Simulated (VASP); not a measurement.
# ScS4: single point with PBE

ScS4:

```
Sc S
1.0
     5.55247    0.00000    0.00000
     0.00000    5.55247    0.00000
     0.00000    0.00000    6.78240
Sc S
2 8
Direct
  0.50000 0.50000 0.00000
  0.00000 0.00000 0.00000
  0.86875 0.36875 0.23367
  0.13125 0.63125 0.23367
  0.86875 0.63125 0.76633
  0.13125 0.36875 0.76633
  0.63125 0.13125 0.76633
  0.36875 0.86875 0.76633
  0.36875 0.13125 0.23367
  0.63125 0.86875 0.23367
```

| Property | Result |
| --- | --- |
| Program | VASP 6.6.1 |
| Task | single point |
| Functional | PBE |
| Potentials or basis | VASP PAW PBE potentials, release 64 (Sc_sv, S) |
| Cutoff | 520 eV |
| k mesh | 6 × 6 × 6 |
| Occupations | gaussian, width 0.1 eV |
| Spin | no spin polarisation |

```
Pressure               : 0.3 GPa
Largest force          : 0.121 eV/Å
Band gap on the k mesh : zero (bands 35 and 36 overlap by 0.82 eV)
```

Forces in eV/Å, atoms in the order of the input:
```
Sc   0.000  0.000  0.000
Sc   0.000  0.000  0.000
S    0.085  0.085  0.014
S   -0.085 -0.085  0.014
S    0.085 -0.085 -0.014
S   -0.085  0.085 -0.014
S   -0.085 -0.085 -0.014
S    0.085  0.085 -0.014
S    0.085 -0.085  0.014
S   -0.085  0.085  0.014
```

Stress tensor (GPa, compression positive):
```
0.15 0.00 0.00
0.00 0.15 0.00
0.00 0.00 0.67
```

Levels at points of the mesh, in eV from the Fermi level:
| k point | band 33 | band 34 | band 35 | band 36 | band 37 | band 38 |
| --- | --- | --- | --- | --- | --- | --- |
| (0.00, 0.00, 0.00) | 0.03 | 0.03 | 0.33 | 1.40 | 2.33 | 2.86 |
| (0.50, 0.00, 0.00) | -0.58 | -0.58 | -0.46 | -0.46 | 2.35 | 2.35 |
| (0.50, 0.50, 0.00) | -0.64 | -0.64 | 0.15 | 0.15 | 2.16 | 2.16 |
| (0.00, 0.00, 0.50) | -0.42 | -0.42 | 0.35 | 1.36 | 2.67 | 2.71 |
| (0.50, 0.00, 0.50) | -0.54 | -0.54 | -0.41 | -0.41 | 2.30 | 2.30 |
| (0.50, 0.50, 0.50) | -0.55 | -0.55 | -0.19 | -0.19 | 2.34 | 2.34 |

It took 4.2 min on 1 thread of AMD EPYC 9R45 96-Core Processor (Zen 5), on a shared host, peak memory 0.42 GiB.

Caveat: this functional lacks dispersion, which binds layers or chains, so the pressure and a relaxed spacing across them are unreliable.
